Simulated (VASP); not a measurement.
Here is a VASP 6.6.1 calculation.

INCAR

```
PREC = Accurate
ENCUT = 520
EDIFF = 1E-8
ISMEAR = -1
SIGMA = 0.15
LREAL = F
LASPH = T
NELM = 80
ALGO = Normal
ISIF = 2
LWAVE = F
LCHARG = F
GGA = CA
IBRION = 8
NSW = 1
```

The input KPOINTS:

```
Automatic mesh
0
Gamma
  16 16 16
```

Contents of POSCAR:

```
ZrC
1.0
    0.0000000000      2.3550000000      2.3550000000
    2.3550000000      0.0000000000      2.3550000000
    2.3550000000      2.3550000000      0.0000000000
Zr C
1 1
Direct
    0.0000000000      0.0000000000      0.0000000000
    0.5000000000      0.5000000000      0.5000000000
```

Potentials or basis: VASP PAW LDA potentials, release 64 (Zr_sv, C).

Launch:

```bash
$ cat potpaw_LDA.64/Zr_sv/POTCAR potpaw_LDA.64/C/POTCAR > POTCAR
$ mpirun -np 1 vasp_std > vasp.out
```

(1) Estimate the highest phonon frequency at Γ.

Results:

(1) 414 cm⁻¹.

Caveat: the cell stands under pressure or tension, which shifts response properties.
